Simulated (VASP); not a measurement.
Here is a VASP 6.6.1 calculation.

Contents of INCAR:

```
ALGO = Normal
EDIFF = 1E-6
ENCUT = 520
GGA = CA
ISIF = 2
ISMEAR = 0
LASPH = True
LCHARG = False
LREAL = False
LWAVE = False
NBANDS = 50
NELM = 60
PREC = Accurate
SIGMA = 0.02
```

The input KPOINTS:

```
k-points
0
Gamma
  4 8 8
```

File POSCAR:

```
SnSe
1.0
   11.3103181132      0.0000000000      0.0000000000
    0.0000000000      4.1141814985      0.0000000000
    0.0000000000      0.0000000000      4.3210547637
Sn Se
4 4
Direct
    0.1171663566      0.2500000000      0.0956499824
    0.3828336434      0.7500000000      0.5956499824
    0.6171663566      0.2500000000      0.4043500176
    0.8828336434      0.7500000000      0.9043500176
    0.3576501935      0.2500000000      0.0243656384
    0.1423498065      0.7500000000      0.5243656384
    0.8576501935      0.2500000000      0.4756343616
    0.6423498065      0.7500000000      0.9756343616
```

Potentials or basis: VASP PAW LDA potentials, release 64 (Sn_d, Se).

Command:

```sh
$ cat potpaw_LDA.64/Sn_d/POTCAR potpaw_LDA.64/Se/POTCAR > POTCAR
$ mpirun -np 1 vasp_std > vasp.out
```

Question: What does it give for the pressure?

Answer: 0.1 GPa.

Question: Predict the largest force.

Answer: 0.030 eV/Å.

Question: What does it give for the band gap on the k mesh?

Answer: 0.42 eV (least direct gap 0.74 eV).

Forces in eV/Å, atoms in the order of the input:
```
Sn  -0.025  0.000 -0.016
Sn   0.025  0.000 -0.016
Sn  -0.025  0.000  0.016
Sn   0.025  0.000  0.016
Se   0.012  0.000  0.013
Se  -0.012  0.000  0.013
Se   0.012  0.000 -0.013
Se  -0.012  0.000 -0.013
```

Caveat: spin-orbit coupling is left out, which moves the levels of the heavy elements. A k mesh can miss the band edges.
